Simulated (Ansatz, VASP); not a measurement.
One calculation of Au3C, two programs

```
Au C
1.0
     2.94020    0.00000    0.00000
    -1.47010    2.54629    0.00000
     0.00000    0.00000   21.89749
Au C
3 1
Direct
  0.66667 0.33333 0.18267
  0.33333 0.66667 0.29452
  0.00000 0.00000 0.40632
  0.55556 0.44444 0.52826
```

Alike in both runs: task single point; functional PBE; k mesh 9 × 9 × 1; occupations gaussian, width 0.1 eV; no spin polarisation.

```csv
,VASP,Ansatz
version,VASP 6.6.1,Ansatz 0.2.0
potentials or method,"VASP PAW PBE potentials, release 64 (Au, C), cutoff 520 eV","scalar-relativistic, plane waves, PAW"
valence electrons in the cell,37,61
```

```csv
,VASP,Ansatz,Ansatz less VASP
gap on the k mesh at the Fermi level (eV),none,none,-
rms of the force components (eV/Å),0.380,0.382,+0.0018
"work function, face that differs most (eV)",5.25,5.25,-0.001
```

Atom by atom the forces differ by 0.003 eV/Å (rms over components). A gap of «none» marks a metal or a gap that the smearing closes. The functional is the same, so the differences come from potentials, cutoffs and numerics. VASP's potentials hold 37 valence electrons a cell and Ansatz's 61, so a difference there can come from the potentials and not from the codes.

Neither program's run includes spin-orbit coupling.
